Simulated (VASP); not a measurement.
# Se (P3_121) in VASP: further runs

Runs on Se. Level: PBE. Tasks: single point.

Program: VASP 6.6.1. These are calculated values, not measurements. Logs are shortened: lines on timing, memory, paths and dates and some standing lists are left out, and cuts for length are marked.

**1. The cell of the first run**

It takes space group P3_121 (No. 152, trigonal). The conventional cell has a = 4.366 Å, b = 4.366 Å, c = 4.954 Å, α = 90.00°, β = 90.00°, γ = 120.00°. Within 3.1 Å of Se (site symmetry 2) lie 2 Se at 2.37 Å.

**2. Single point, PBE**

Input file INCAR:

```
SYSTEM = Se
ALGO = Normal
EDIFF = 1E-6
ENCUT = 520
GGA = PE
ISIF = 2
ISMEAR = 0
LASPH = .TRUE.
LCHARG = .FALSE.
LREAL = .FALSE.
LWAVE = .FALSE.
NBANDS = 16
NELM = 80
PREC = Accurate
SIGMA = 0.017
```

Input file KPOINTS:

```
k-points
0
G
  7 7 6
  0 0 0
```

Input file POSCAR:

```
Se
1.0
    4.3662000000      0.0000000000      0.0000000000
   -2.1831000000      3.7812401180      0.0000000000
    0.0000000000      0.0000000000      4.9536000000
Se
3
Direct
    0.7746000000      0.7746000000      0.0000000000
    0.0000000000      0.2254000000      0.6666666667
    0.2254000000      0.0000000000      0.3333333333
```

Potentials or basis: VASP PAW PBE potentials, release 64 (Se).

Started as:

```sh
$ cat potpaw_PBE.64/Se/POTCAR > POTCAR
$ mpirun -np 1 vasp_std > vasp.out
```

OUTCAR:

```text
SYSTEM = Se
   EDIFF = 1E-6
   ENCUT = 520
   GGA = PE
   ISIF = 2
   ISMEAR = 0
   LASPH = .TRUE.
   LREAL = .FALSE.
   NELM = 80
   PREC = Accurate

 ion  position               nearest neighbor table
   1  0.775  0.775  0.000-   2 2.37   3 2.37
   2  0.000  0.225  0.667-   1 2.37   3 2.37
   3  0.225  0.000  0.333-   1 2.37   2 2.37

  LATTYP: Found a hexagonal cell.
 ALAT       =     4.3662000000
 C/A-ratio  =     1.1345334616

  Lattice vectors:

 A1 = (   4.3662000000,   0.0000000000,   0.0000000000)
 A2 = (  -2.1831000000,   3.7812401180,   0.0000000000)
 A3 = (   0.0000000000,   0.0000000000,   4.9536000000)

Analysis of symmetry for initial positions (statically):
=====================================================================
 Subroutine PRICEL returns:
 Original cell was already a primitive cell.

 Routine SETGRP: Setting up the symmetry group for a
 hexagonal supercell.

 Subroutine GETGRP returns: Found  6 space group operations
 (whereof  2 operations were pure point group operations)
 out of a pool of 24 trial point group operations.

The static configuration has the point symmetry C_2 .
 The point group associated with its full space group is D_3 .

Analysis of symmetry for dynamics (positions and initial velocities):
=====================================================================
 Subroutine PRICEL returns:
 Original cell was already a primitive cell.

 Routine SETGRP: Setting up the symmetry group for a
 hexagonal supercell.

 Subroutine GETGRP returns: Found  6 space group operations
 (whereof  2 operations were pure point group operations)
 out of a pool of 24 trial point group operations.

The dynamic configuration has the point symmetry C_2 .
 The point group associated with its full space group is D_3 .

 Subroutine INISYM returns: Found  6 space group operations
 (whereof  2 operations are pure point group operations),
 and found     1 'primitive' translations

----------------------------------------------------------------------------------------

                                     Primitive cell

  volume of cell :      81.7822

  direct lattice vectors                    reciprocal lattice vectors
     4.366200000  0.000000000  0.000000000     0.229032110  0.132231751  0.000000000
    -2.183100000  3.781240118  0.000000000     0.000000000  0.264463501  0.000000000
     0.000000000  0.000000000  4.953600000     0.000000000  0.000000000  0.201873385

  length of vectors
     4.366200000  4.366200000  4.953600000     0.264463501  0.264463501  0.201873385

  position of ions in fractional coordinates (direct lattice)
     0.774600000  0.774600000  0.000000000
     0.000000000  0.225400000  0.666666667
     0.225400000  0.000000000  0.333333333

  ion indices of the primitive-cell ions
   primitive index   ion index
                 1           1
                 2           2
                 3           3

----------------------------------------------------------------------------------------

 KPOINTS: k-points

Automatic generation of k-mesh.
 Grid dimensions read from file:
 generate k-points for:    7    7    6

 Generating k-lattice:

  Cartesian coordinates                     Fractional coordinates (reciprocal lattice)
     0.032718873  0.018890250  0.000000000     0.142857143  0.000000000  0.000000000
     0.000000000  0.037780500  0.000000000     0.000000000  0.142857143  0.000000000
     0.000000000  0.000000000  0.033645564     0.000000000  0.000000000  0.166666667

  Length of vectors
     0.037780500  0.037780500  0.033645564

  Shift w.r.t. Gamma in fractional coordinates (k-lattice)
     0.000000000  0.000000000  0.000000000

 Subroutine IBZKPT returns following result:
 ===========================================

 Found     40 irreducible k-points:

 Following reciprocal coordinates:
            Coordinates               Weight
  0.000000  0.000000  0.000000      1.000000
  0.142857  0.000000  0.000000      6.000000
  0.285714 -0.000000  0.000000      6.000000
  0.428571  0.000000  0.000000      6.000000
  0.142857  0.142857  0.000000      6.000000
  0.285714  0.142857  0.000000     12.000000
[... 16 lines left out ...]
  0.000000  0.142857  0.333333      6.000000
  0.285714 -0.000000  0.333333      6.000000
 [... further k-points ...]
   k-points           NKPTS =     40   k-points in BZ     NKDIM =     40   number of bands    NBANDS=     16
   number of dos      NEDOS =    301   number of ions     NIONS =      3
   total plane-waves  NPLWV =  40960
   dimension x,y,z NGX =    32 NGY =   32 NGZ =   40
   dimension x,y,z NGXF=    64 NGYF=   64 NGZF=   80
   ions per type =               3
   NGX,Y,Z   is equivalent  to a cutoff of  12.18, 12.18, 13.42 a.u.
   NGXF,Y,Z  is equivalent  to a cutoff of  24.37, 24.37, 26.85 a.u.
 SYSTEM =  Se
   PREC   = accura    normal or accurate (medium, high low for compatibility)
   ISTART =      0    job   : 0-new  1-cont  2-samecut
   ICHARG =      2    charge: 1-file 2-atom 10-const
   ISPIN  =      1    spin polarized calculation?
   LNONCOLLINEAR =      F non collinear calculations
   LSORBIT =      F    spin-orbit coupling
   LASPH  =      T    aspherical Exc in radial PAW
   ENCUT  =  520.0 eV  38.22 Ry    6.18 a.u.   8.12  8.12  9.21*2*pi/ulx,y,z
   NELM   =     80;   NELMIN=  2; NELMDL= -5     # of ELM steps
   EDIFF  = 0.1E-05   stopping-criterion for ELM
   LREAL  =      F    real-space projection
   EDIFFG = 0.1E-04   stopping-criterion for IOM
   NSW    =      0    number of steps for IOM
   IBRION =     -1    ionic relax: 0-MD 1-quasi-New 2-CG
   NFREE  =      0    steps in history (QN), initial steepest desc. (CG)
   ISIF   =      2    stress and relaxation
   ISYM   =      2    0-nonsym 1-usesym 2-fastsym
   POTIM  = 0.5000    time-step for ionic-motion
   TEBEG  =    0.0;   TEEND  =   0.0 temperature during run
   PSTRESS=    0.0 pullay stress
   NELECT =      18.0000    total number of electrons
   NUPDOWN=      -1.0000    fix difference up-down
   EMIN   =  10.00;   EMAX   =-10.00  energy-range for DOS
   EFERMI =   0.00;   METHOD = LEGACY
   ISMEAR =     0;   SIGMA  =   0.02  broadening in eV -4-tet -1-fermi 0-gaus
   EFERMI_NEDOS =   21; number of points for ismear=-14 and -15
   IALGO  =     38    algorithm
   IMIX   =      4    mixing-type and parameters
     AMIX     =   0.40;   BMIX     =  1.00
     AMIX_MAG =   1.60;   BMIX_MAG =  1.00
  volume/ion in A,a.u.               =      27.26       183.96
  Fermi-wavevector in a.u.,A,eV,Ry     =   0.988430  1.867862 13.292817  0.976995
  Thomas-Fermi vector in A             =   2.119956
   LORBIT       =      0    0 simple, 1 ext, 2 COOP (PROOUT), +10 PAW based schemes
   GGA     = PE    functional components
   LHFCALC =     F    Hartree Fock is set to
   AEXX    =    0.0000 exact exchange contribution
   IVDW    =     0    specifies the selected vdW correction
   LEPSILON=     F    determine dielectric tensor
   LRPA    =     F    only Hartree local field effects (RPA)
 non-spin polarized calculation
 Gauss-broadening in eV      SIGMA  =   0.02
  energy-cutoff  :      520.00
  volume of cell :       81.78
 maximum number of plane-waves:      2214
   NGX = 17   NGY = 17   NGZ = 19

 number of electron      18.0000001 magnetization

 Free energy of the ion-electron system (eV)
  ---------------------------------------------------
  ext. energy  EPLUGINS =         0.00000000
  ---------------------------------------------------
  free energy    TOTEN  =       -10.46996577 eV

  energy without entropy =      -10.46996577  energy(sigma->0) =      -10.46996577

 E-fermi :   2.7959     XC(G=0):  -8.8425

 val. band max:        2.6765491719   @ k =   0.4286   0.1429   0.5000
 cond. band min:       3.8914034215   @ k =   0.0000   0.0000   0.5000
 fundamental gap:      1.2148542496
 Fermi energy:         2.7958845565

 k-point     1 :       0.0000    0.0000    0.0000
  band No.  band energies     occupation
      1     -13.1746      2.00000
      2      -9.0519      2.00000
      3      -9.0519      2.00000
      4      -1.1591      2.00000
      5      -1.1591      2.00000
      6      -1.0823      2.00000
[... 8 lines left out ...]
     15       9.1616      0.00000
     16      11.0592      0.00000

 k-point     2 :       0.1429    0.0000    0.0000
  band No.  band energies     occupation
      1     -13.0962      2.00000
      2      -9.1239      2.00000
      3      -9.0444      2.00000
      4      -1.7427      2.00000
      5      -1.4101      2.00000
      6      -0.8961      2.00000
[... 8 lines left out ...]
     15       9.8476      0.00000
     16      11.0055      0.00000

 k-point     3 :       0.2857   -0.0000    0.0000
  band No.  band energies     occupation
      1     -12.9020      2.00000
      2      -9.3199      2.00000
      3      -9.0269      2.00000
      4      -2.2684      2.00000
      5      -1.7739      2.00000
      6      -0.9287      2.00000
[... 8 lines left out ...]
     15      10.8837      0.00000
     16      11.7526      0.00000

 k-point     4 :       0.4286    0.0000    0.0000
  band No.  band energies     occupation
      1     -12.7221      2.00000
      2      -9.5171      2.00000
      3      -9.0122      2.00000
      4      -2.4604      2.00000
      5      -2.0050      2.00000
      6      -0.8368      2.00000
[... 8 lines left out ...]
     15      11.9576      0.00000
     16      12.6571      0.00000
[... 324 lines left out ...]
 k-point    22 :       0.1429    0.0000    0.3333
  band No.  band energies     occupation
      1     -12.5805      2.00000
      2     -11.1223      2.00000
      3      -7.3152      2.00000
      4      -2.1383      2.00000
      5      -1.2560      2.00000
      6      -0.6890      2.00000
[... 8 lines left out ...]
     15      10.3494      0.00000
     16      10.6332      0.00000

 k-point    23 :       0.0000    0.1429    0.3333
  band No.  band energies     occupation
      1     -12.5795      2.00000
      2     -11.1256      2.00000
      3      -7.3036      2.00000
      4      -2.1695      2.00000
      5      -1.3485      2.00000
      6      -0.7134      2.00000
[... 8 lines left out ...]
     15      10.1709      0.00000
     16      10.8576      0.00000

 k-point    24 :       0.2857   -0.0000    0.3333
  band No.  band energies     occupation
      1     -12.4069      2.00000
      2     -11.0128      2.00000
      3      -7.7166      2.00000
      4      -2.4874      2.00000
      5      -1.7593      2.00000
      6      -0.9106      2.00000
[... 8 lines left out ...]
     15      10.3151      0.00000
     16      10.9498      0.00000

 [... further k-points ...]

------------------------ aborting loop because EDIFF is reached ----------------------------------------

  FORCE on cell =-STRESS in cart. coord.  units (eV):
  Direction    XX          YY          ZZ          XY          YZ          ZX
  --------------------------------------------------------------------------------------
  -------------------------------------------------------------------------------------
  Total        1.1730462      1.1730462      2.1102848      0.0000000      0.0000000      0.0000000
  in kB       22.9808921     22.9808921     41.3421281      0.0000000      0.0000000      0.0000000
  external PRESSURE =      29.1013041 kB  Pullay stress =       0.0000000 kB

 VOLUME and BASIS-vectors are now :
 -----------------------------------------------------------------------------
  energy-cutoff  :      520.00
  volume of cell :       81.78
      direct lattice vectors                 reciprocal lattice vectors
     4.366200000  0.000000000  0.000000000     0.229032110  0.132231751  0.000000000
    -2.183100000  3.781240118  0.000000000     0.000000000  0.264463501  0.000000000
     0.000000000  0.000000000  4.953600000     0.000000000  0.000000000  0.201873385

 POSITION                                       TOTAL-FORCE (eV/Angst)
 -----------------------------------------------------------------------------------
      1.69103      2.92895      0.00000        -0.216970     -0.375804      0.000000
     -0.49207      0.85229      3.30240        -0.216970      0.375804      0.000000
      0.98414      0.00000      1.65120         0.433941     -0.000000     -0.000000
 -----------------------------------------------------------------------------------
    total drift:                                0.000000      0.000000      0.000000

  FREE ENERGIE OF THE ION-ELECTRON SYSTEM (eV)
  ---------------------------------------------------
  free  energy   TOTEN  =       -10.4699657724 eV

  energy  without entropy=      -10.4699657724  energy(sigma->0) =      -10.46996577
```

Wall time 19 s (1 thread of Intel Xeon 6975P-C (Granite Rapids), shared host); peak memory 0.2 GiB.

Results:

- Free energy: -10.4700 eV
- Pressure: 2.9 GPa
- Largest force: 0.434 eV/Å
- Band gap on the k mesh: 1.21 eV, indirect (least direct gap 1.47 eV)

Forces in eV/Å, atoms in the order of the input:
```
Se  -0.217 -0.376  0.000
Se  -0.217  0.376  0.000
Se   0.434  0.000  0.000
```

**3. Single point, PBE**

Input file INCAR:

```
PREC = Accurate ; ENCUT = 520
EDIFF = 1E-6 ; ISMEAR = 0
SIGMA = 0.018000000000000002 ; LREAL = F
LASPH = T ; NELM = 100
ALGO = Normal ; ISIF = 2
LWAVE = F ; LCHARG = F
GGA = PE ; NBANDS = 16
```

Input file KPOINTS:

```
Automatic mesh
0
Gamma
  7 7 6
```

POSCAR is that of step 2.

Potentials or basis: VASP PAW PBE potentials, release 64 (Se).

Started as:

```sh
$ cat potpaw_PBE.64/Se/POTCAR > POTCAR
$ mpirun -np 1 vasp_std > vasp.out
```

It took 19 s on 1 thread of Intel Xeon 6975P-C (Granite Rapids), shared host; peak memory 0.2 GiB.

The run converged. Its results:

```
Free energy            : -10.4700 eV
Pressure               : 2.9 GPa
Largest force          : 0.434 eV/Å
Band gap on the k mesh : 1.21 eV, indirect (least direct gap 1.47 eV)
```

Forces on the atoms (eV/Å):
```
Se  -0.217 -0.376  0.000
Se  -0.217  0.376  0.000
Se   0.434  0.000  0.000
```

Stress tensor (GPa, compression positive):
```
2.30 0.00 0.00
0.00 2.30 0.00
0.00 0.00 4.13
```

Levels at points of the mesh, in eV from the valence-band top:
```tsv
k point	band 5	band 6	band 7	band 8	band 9	band 10	band 11	band 12	band 13	band 14
(0.00, 0.00, 0.00)	-3.84	-3.76	-2.05	-2.05	-0.42	1.88	1.88	2.17	6.17	6.49
(0.00, 0.00, 0.50)	-3.39	-3.39	-1.55	-1.55	-1.13	1.21	1.21	1.28	6.26	7.25
```

A k mesh can miss the band edges.

**4. Single point, PBE**

Input file INCAR:

```
SYSTEM = Se
PREC     = Accurate       ! precision mode
ENCUT    = 520            ! plane-wave cutoff, eV
EDIFF    = 1E-6           ! SCF threshold, eV
ISMEAR   = 0              ! smearing method
SIGMA    = 0.019000000000000003 ! smearing width, eV
LREAL    = .False.        ! projectors in reciprocal space
LASPH    = .True.         ! aspherical terms in the spheres
NELM     = 60             ! most SCF steps
ALGO     = Normal         ! electronic algorithm
ISIF     = 2              ! what is computed and relaxed
LWAVE    = .False.        ! write WAVECAR
LCHARG   = .True.         ! write CHGCAR
GGA      = PE             ! functional
LELF     = .True.         ! ELF
LVHAR    = .True.       
NBANDS   = 16             ! bands
```

Input file KPOINTS:

```
Automatic mesh
0
Gamma
  7 7 6
  0 0 0
```

POSCAR is that of step 3.

Started as:

```sh
$ cat potpaw_PBE.64/Se/POTCAR > POTCAR
$ mpirun -np 1 vasp_std > vasp.out
```

Wall time 19 s (1 thread of Intel Xeon 6975P-C (Granite Rapids), shared host); peak memory 0.2 GiB.

Results (log left out):

```yaml
Free_energy: -10.4700 eV
Pressure: 2.9 GPa
Largest_force: 0.434 eV/Å
Band_gap_on_the_k_mesh: 1.21 eV, indirect (least direct gap 1.47 eV)
```

Forces in eV/Å, atoms in the order of the input:
```
Se  -0.217 -0.376  0.000
Se  -0.217  0.376  0.000
Se   0.434  0.000  0.000
```

Stress tensor (GPa, compression positive):
```
2.30 0.00 0.00
0.00 2.30 0.00
0.00 0.00 4.13
```

Levels at points of the mesh, in eV from the valence-band top:
```tsv
k point	band 6	band 7	band 8	band 9	band 10	band 11	band 12	band 13
(0.00, 0.00, 0.00)	-3.76	-2.05	-2.05	-0.42	1.88	1.88	2.17	6.17
(0.00, 0.00, 0.50)	-3.39	-1.55	-1.55	-1.13	1.21	1.21	1.28	6.26
```

**5. Single point, PBE**

Input file INCAR:

```
PREC     = Accurate       # precision mode
ENCUT    = 520            # plane-wave cutoff, eV
EDIFF    = 1E-6           # SCF threshold, eV
ISMEAR   = 0              # smearing method
SIGMA    = 0.020999999999999998 # smearing width, eV
LREAL    = F              # projectors in reciprocal space
LASPH    = T              # aspherical terms in the spheres
NELM     = 60             # most SCF steps
ALGO     = Normal         # electronic algorithm
ISIF     = 2              # what is computed and relaxed
LWAVE    = F              # write WAVECAR
LCHARG   = T              # write CHGCAR
GGA      = PE             # functional
LELF     = T              # ELF
LVHAR    = T            
NBANDS   = 16             # bands
```

Input file KPOINTS:

```
regular mesh
0
Gamma
  7 7 6
```

POSCAR is that of step 4.

Started as:

```sh
$ cat potpaw_PBE.64/Se/POTCAR > POTCAR
$ mpirun -np 1 vasp_std > vasp.out
```

Wall time 18 s (1 thread of Intel Xeon 6975P-C (Granite Rapids), shared host); peak memory 0.2 GiB.

The run converged. Its results:

```
Free energy            : -10.4700 eV
Pressure               : 2.9 GPa
Largest force          : 0.434 eV/Å
Band gap on the k mesh : 1.21 eV, indirect (least direct gap 1.47 eV)
```

Forces on the atoms (eV/Å):
```
Se  -0.217 -0.376  0.000
Se  -0.217  0.376  0.000
Se   0.434  0.000  0.000
```

Stress tensor (GPa, compression positive):
```
2.30 0.00 0.00
0.00 2.30 0.00
0.00 0.00 4.13
```

Levels at points of the mesh, in eV from the valence-band top:
| k point | band 6 | band 7 | band 8 | band 9 | band 10 | band 11 | band 12 | band 13 |
| --- | --- | --- | --- | --- | --- | --- | --- | --- |
| (0.00, 0.00, 0.00) | -3.76 | -2.05 | -2.05 | -0.42 | 1.88 | 1.88 | 2.17 | 6.17 |
| (0.00, 0.00, 0.50) | -3.39 | -1.55 | -1.55 | -1.13 | 1.21 | 1.21 | 1.28 | 6.26 |

A k mesh can miss the band edges. A hybrid or GW would open this gap; PBE tends to underestimate it.

**6. Overview**

```csv
smearing,gap on the mesh (eV),pressure (GPa),largest force (eV/Å)
gaussian 0.017 eV,1.21,2.9,0.43
gaussian 0.018 eV,1.21,2.9,0.43
gaussian 0.019 eV,1.21,2.9,0.43
gaussian 0.021 eV,1.21,2.9,0.43
```

Alike in all rows: task single point; level PBE; potentials or basis VASP PAW PBE potentials, release 64 (Se); no spin polarisation; cell as given; k mesh 7 × 7 × 6; cutoff (eV) 520.

On the cell as given the gap runs from 1.21 eV (PBE) to 1.21 eV (PBE).

Total energies depend on the potentials used, so only differences within one code and one set of settings carry meaning.
